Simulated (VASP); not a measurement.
# CdS (Imm2) in VASP: single point with r2SCAN

Aim: the single point of CdS with r2SCAN.

All numbers are computed with VASP 6.6.1; they aren't measurements. Logs are shortened: lines on timing, memory, paths and dates and some standing lists are left out, and cuts for length are marked.

**1. The cell of the first run**

Symmetry: Imm2, No. 44, orthorhombic system. Conventional cell: a = 4.115 Å, b = 4.115 Å, c = 5.820 Å, α = 90.00°, β = 90.00°, γ = 90.00°. Cd (site symmetry mm2) has 4 S at 2.41 to 2.64 Å within 3.2 Å. Within 3.2 Å of S (site symmetry mm2) lie 4 Cd at 2.41 to 2.64 Å.

**2. Single point, r2SCAN (all Cd atoms moved -0.200 Å, as atom 1 along Cartesian [0 1 0])**

File POSCAR:

```
CdS
1.0
    0.0000000000      2.9100000000      2.9100000000
    2.9100000000      0.0000000000      2.9100000000
    2.9100000000      2.9100000000      0.0000000000
Cd S
1 1
Direct
   -0.0343642612      0.0343642612     -0.0343642612
    0.7500000000      0.7500000000      0.7500000000
```

File INCAR.step1:

```
SYSTEM = CdS
PREC = Accurate ; ENCUT = 520
ISMEAR = 0 ; SIGMA = 0.05
LREAL = .FALSE. ; LASPH = .TRUE.
NELM = 80 ; NBANDS = 16
GGA = PE ; ALGO = Normal
EDIFF = 1E-4 ; LWAVE = .TRUE.
LCHARG = .FALSE.
```

File INCAR.step2:

```
SYSTEM = CdS
PREC = Accurate ; ENCUT = 520
EDIFF = 1E-6 ; ISMEAR = 0
SIGMA = 0.05 ; LREAL = .FALSE.
LASPH = .TRUE. ; NELM = 80
ALGO = Normal ; ISIF = 2
LWAVE = .FALSE. ; LCHARG = .FALSE.
METAGGA = R2SCAN ; LMIXTAU = .TRUE.
NBANDS = 16 ; ISTART = 1
```

File KPOINTS:

```
regular mesh
0
G
  8 8 8
  0 0 0
```

Potentials or basis: VASP PAW PBE potentials, release 64 (Cd, S).

The run is started by

```sh
$ cat potpaw_PBE.64/Cd/POTCAR potpaw_PBE.64/S/POTCAR > POTCAR
$ cp INCAR.step1 INCAR
$ mpirun -np 1 vasp_std > vasp.out
$ cp INCAR.step2 INCAR
$ mpirun -np 1 vasp_std > vasp.out
```

OUTCAR:

```text
SYSTEM = CdS
   PREC = Accurate
   ENCUT = 520
   EDIFF = 1E-6
   ISMEAR = 0
   LREAL = .FALSE.
   LASPH = .TRUE.
   NELM = 80
   ISIF = 2
   METAGGA = R2SCAN
   ISTART = 1

 ion  position               nearest neighbor table
   1  0.966  0.034  0.966-   2 2.41   2 2.41   2 2.64   2 2.64
   2  0.750  0.750  0.750-   1 2.41   1 2.41   1 2.64   1 2.64

  LATTYP: Found a face centered cubic cell.
 ALAT       =     5.8200000000

  Lattice vectors:

 A1 = (   0.0000000000,   2.9100000000,   2.9100000000)
 A2 = (   2.9100000000,   0.0000000000,   2.9100000000)
 A3 = (   2.9100000000,   2.9100000000,   0.0000000000)

Analysis of symmetry for initial positions (statically):
=====================================================================
 Subroutine PRICEL returns:
 Original cell was already a primitive cell.

 Routine SETGRP: Setting up the symmetry group for a
 face centered cubic supercell.

 Subroutine GETGRP returns: Found  4 space group operations
 (whereof  4 operations were pure point group operations)
 out of a pool of 48 trial point group operations.

The static configuration has the point symmetry C_2v.

Analysis of symmetry for dynamics (positions and initial velocities):
=====================================================================
 Subroutine PRICEL returns:
 Original cell was already a primitive cell.

 Routine SETGRP: Setting up the symmetry group for a
 face centered cubic supercell.

 Subroutine GETGRP returns: Found  4 space group operations
 (whereof  4 operations were pure point group operations)
 out of a pool of 48 trial point group operations.

The dynamic configuration has the point symmetry C_2v.

 Subroutine INISYM returns: Found  4 space group operations
 (whereof  4 operations are pure point group operations),
 and found     1 'primitive' translations

----------------------------------------------------------------------------------------

                                     Primitive cell

  volume of cell :      49.2843

  direct lattice vectors                    reciprocal lattice vectors
     0.000000000  2.910000000  2.910000000    -0.171821306  0.171821306  0.171821306
     2.910000000  0.000000000  2.910000000     0.171821306 -0.171821306  0.171821306
     2.910000000  2.910000000  0.000000000     0.171821306  0.171821306 -0.171821306

  length of vectors
     4.115361467  4.115361467  4.115361467     0.297603232  0.297603232  0.297603232

  position of ions in fractional coordinates (direct lattice)
     0.965635739  0.034364261  0.965635739
     0.750000000  0.750000000  0.750000000
[... 73 lines left out ...]
   LSORBIT =      F    spin-orbit coupling
   LASPH  =      T    aspherical Exc in radial PAW
   ENCUT  =  520.0 eV  38.22 Ry    6.18 a.u.   7.65  7.65  7.65*2*pi/ulx,y,z
   NELM   =     80;   NELMIN=  2; NELMDL=  0     # of ELM steps
   EDIFF  = 0.1E-05   stopping-criterion for ELM
   LREAL  =      F    real-space projection
   EDIFFG = 0.1E-04   stopping-criterion for IOM
   NSW    =      0    number of steps for IOM
   IBRION =     -1    ionic relax: 0-MD 1-quasi-New 2-CG
   NFREE  =      0    steps in history (QN), initial steepest desc. (CG)
   ISIF   =      2    stress and relaxation
   ISYM   =      2    0-nonsym 1-usesym 2-fastsym
   POTIM  = 0.5000    time-step for ionic-motion
   TEBEG  =    0.0;   TEEND  =   0.0 temperature during run
   PSTRESS=    0.0 pullay stress
   NELECT =      18.0000    total number of electrons
   NUPDOWN=      -1.0000    fix difference up-down
   EMIN   =  10.00;   EMAX   =-10.00  energy-range for DOS
   EFERMI =   0.00;   METHOD = LEGACY
   ISMEAR =     0;   SIGMA  =   0.05  broadening in eV -4-tet -1-fermi 0-gaus
   EFERMI_NEDOS =   21; number of points for ismear=-14 and -15
   IALGO  =     38    algorithm
   IMIX   =      4    mixing-type and parameters
     AMIX     =   0.40;   BMIX     =  1.00
     AMIX_MAG =   1.60;   BMIX_MAG =  1.00
  volume/ion in A,a.u.               =      24.64       166.29
  Fermi-wavevector in a.u.,A,eV,Ry     =   1.170207  2.211371 18.631605  1.369384
  Thomas-Fermi vector in A             =   2.306669
   LORBIT       =      0    0 simple, 1 ext, 2 COOP (PROOUT), +10 PAW based schemes
   METAGGA = R2SCAN    functional components
   LHFCALC =     F    Hartree Fock is set to
   AEXX    =    0.0000 exact exchange contribution
   IVDW    =     0    specifies the selected vdW correction
   LEPSILON=     F    determine dielectric tensor
   LRPA    =     F    only Hartree local field effects (RPA)
 non-spin polarized calculation
 Gauss-broadening in eV      SIGMA  =   0.05
  energy-cutoff  :      520.00
  volume of cell :       49.28
 maximum number of plane-waves:      1363
   NGX = 15   NGY = 15   NGZ = 15

 number of electron      18.0000000 magnetization

 Free energy of the ion-electron system (eV)
  ---------------------------------------------------
  ext. energy  EPLUGINS =         0.00000000
  ---------------------------------------------------
  free energy    TOTEN  =       -29.56693567 eV

  energy without entropy =      -29.56693567  energy(sigma->0) =      -29.56693567

 E-fermi :   1.3971     XC(G=0):  -9.7647

 val. band max:        1.1495593621   @ k =   0.0000   0.0000   0.0000
 cond. band min:       2.7619484236   @ k =   0.0000   0.0000   0.0000
 fundamental gap:      1.6123890615
 Fermi energy:         1.3971175996

 k-point     1 :       0.0000    0.0000    0.0000
  band No.  band energies     occupation
      1     -11.8696      2.00000
      2      -7.0790      2.00000
      3      -6.9133      2.00000
      4      -6.7884      2.00000
      5      -6.4128      2.00000
      6      -6.4006      2.00000
[... 433 lines left out ...]
      3      -6.7927      2.00000
      4      -6.4115      2.00000
      5      -6.3681      2.00000
      6      -6.0405      2.00000
[... 8 lines left out ...]
     15      13.4128      0.00000
     16      14.5211      0.00000

 [... further k-points ...]
[... 5 lines left out ...]
  --------------------------------------------------------------------------------------
  -------------------------------------------------------------------------------------
  Total        1.1540055      0.7183651      1.1540055     -0.0000000      0.0000000      1.5471910
  in kB       37.5153928     23.3532236     37.5153928     -0.0000000      0.0000000     50.2974010
  external PRESSURE =      32.7946697 kB  Pullay stress =       0.0000000 kB

 VOLUME and BASIS-vectors are now :
 -----------------------------------------------------------------------------
  energy-cutoff  :      520.00
  volume of cell :       49.28
      direct lattice vectors                 reciprocal lattice vectors
     0.000000000  2.910000000  2.910000000    -0.171821306  0.171821306  0.171821306
     2.910000000  0.000000000  2.910000000     0.171821306 -0.171821306  0.171821306
     2.910000000  2.910000000  0.000000000     0.171821306  0.171821306 -0.171821306

 POSITION                                       TOTAL-FORCE (eV/Angst)
 -----------------------------------------------------------------------------------
      2.91000      5.62000      2.91000         0.000000      1.055674      0.000000
      4.36500      4.36500      4.36500         0.000000     -1.055674      0.000000
 -----------------------------------------------------------------------------------
    total drift:                                0.000004      0.000332      0.000004

  FREE ENERGIE OF THE ION-ELECTRON SYSTEM (eV)
  ---------------------------------------------------
  free  energy   TOTEN  =       -29.5669356714 eV

  energy  without entropy=      -29.5669356714  energy(sigma->0) =      -29.56693567
```

OSZICAR.step1:

```text
N       E                     dE             d eps       ncg     rms          rms(c)
DAV:   1     0.109285264843E+03    0.10929E+03   -0.88062E+03  3040   0.102E+03
DAV:   2    -0.235181008266E+01   -0.11164E+03   -0.10581E+03  3792   0.255E+02
DAV:   3    -0.654564176824E+01   -0.41938E+01   -0.41871E+01  3752   0.512E+01
DAV:   4    -0.657156751774E+01   -0.25926E-01   -0.25923E-01  3912   0.396E+00
DAV:   5    -0.657191256120E+01   -0.34504E-03   -0.34504E-03  3712   0.432E-01    0.861E+00
DAV:   6    -0.602886398564E+01    0.54305E+00   -0.86349E-01  4608   0.120E+01    0.680E+00
DAV:   7    -0.600797532507E+01    0.20889E-01   -0.21398E-01  3952   0.319E+00    0.326E+00
DAV:   8    -0.600813130730E+01   -0.15598E-03   -0.20283E-02  3664   0.182E+00    0.328E-01
DAV:   9    -0.600800699726E+01    0.12431E-03   -0.23600E-03  3784   0.736E-01    0.613E-02
DAV:  10    -0.600811958193E+01   -0.11258E-03   -0.26254E-04  3920   0.174E-01    0.661E-02
DAV:  11    -0.600820092056E+01   -0.81339E-04   -0.13006E-04  3504   0.922E-02
   1 F= -.60082009E+01 E0= -.60082009E+01  d E =-.111781E-17
```

Wall time 1.9 min (1 thread of Intel Xeon Platinum 8559C (Emerald Rapids), shared host); peak memory 0.23 GiB.

Results:

| Item | Value |
| --- | --- |
| Free energy | -29.5669 eV |
| Pressure | 3.3 GPa |
| Largest force | 1.056 eV/Å |
| Band gap on the k mesh | 1.61 eV, direct |

Forces in eV/Å, atoms in the order of the input:
```
Cd   0.000  1.056  0.000
S    0.000 -1.056  0.000
```

Caveat: the cell differs from its parent crystal (all Cd atoms moved -0.200 Å, as atom 1 along Cartesian [0 1 0]); the PAW data sets were made with another functional, which shifts forces and pressure a little.
